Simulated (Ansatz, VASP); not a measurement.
Ca in VASP and in Ansatz

```
Ca
1.0
     0.00000    2.87803    2.83611
     2.87803    0.00000    2.83611
     2.87803    2.87803    0.00000
Ca
1
Direct
  0.00000 0.00000 0.00000
```

Change from the starting cell: strain +0.030 along x and y, +0.015 along z, atoms carried along.

Alike in both runs: task single point; functional PBEsol; k mesh 14 × 14 × 14; occupations gaussian, width 0.15 eV; no spin polarisation.

|  | VASP | Ansatz |
| --- | --- | --- |
| version | VASP 6.6.1 | Ansatz 0.2.0 |
| potentials or method | VASP PAW PBE potentials, release 64 (Ca_sv), cutoff 520 eV | scalar-relativistic, plane waves, PAW |
| valence electrons in the cell | 10 | 10 |

|  | VASP | Ansatz | Ansatz less VASP |
| --- | --- | --- | --- |
| gap on the k mesh at the Fermi level (eV) | none | none | - |
| pressure (GPa) | -2.1 | -2.1 | +0.01 |
| traceless stress, the component that is largest in VASP (GPa) | 0.06 | 0.06 | 0.000 |

VASP's potentials were made for PBE, not for PBEsol. A gap of «none» marks a metal or a gap that the smearing closes.
